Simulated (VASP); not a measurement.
Here is a VASP 6.6.1 calculation.

File INCAR:

```
SYSTEM = Mo
PREC = Accurate ; ENCUT = 520
EDIFF = 1E-6 ; ISMEAR = 0
SIGMA = 0.15 ; LREAL = .FALSE.
LASPH = .TRUE. ; NELM = 80
ALGO = Normal ; ISIF = 2
LWAVE = .FALSE. ; LCHARG = .FALSE.
NBANDS = 13
```

KPOINTS

```
regular mesh
0
G
  18 18 18
  0 0 0
```

POSCAR

```
Mo
1.0
    2.9406736770      0.0000000000      0.0000000000
   -1.4703368385      2.5466981085      0.0000000000
    0.0000000000      0.0000000000      2.5551807000
Mo
1
Direct
    0.0000000000      0.0000000000      0.5000000000
```

Potentials or basis: VASP PAW LDA potentials, release 64 (Mo_sv).

Launch:

```bash
$ cat potpaw_LDA.64/Mo_sv/POTCAR > POTCAR
$ mpirun -np 1 vasp_std > vasp.out
```

**Question.** Predict the pressure.

**Answer.** -28.3 GPa.

**Question.** What does it give for the band gap on the k mesh?

**Answer.** Zero (bands 7 and 8 overlap by 1.35 eV).

Stress tensor (GPa, compression positive):
```
-29.36   0.00   0.00
  0.00 -29.36   0.00
  0.00   0.00 -26.12
```

Caveat: the cell differs from its parent crystal (strain +0.0750 x Voigt [1, 1, 0, 0, 0, 0]); the cell stands under tension.
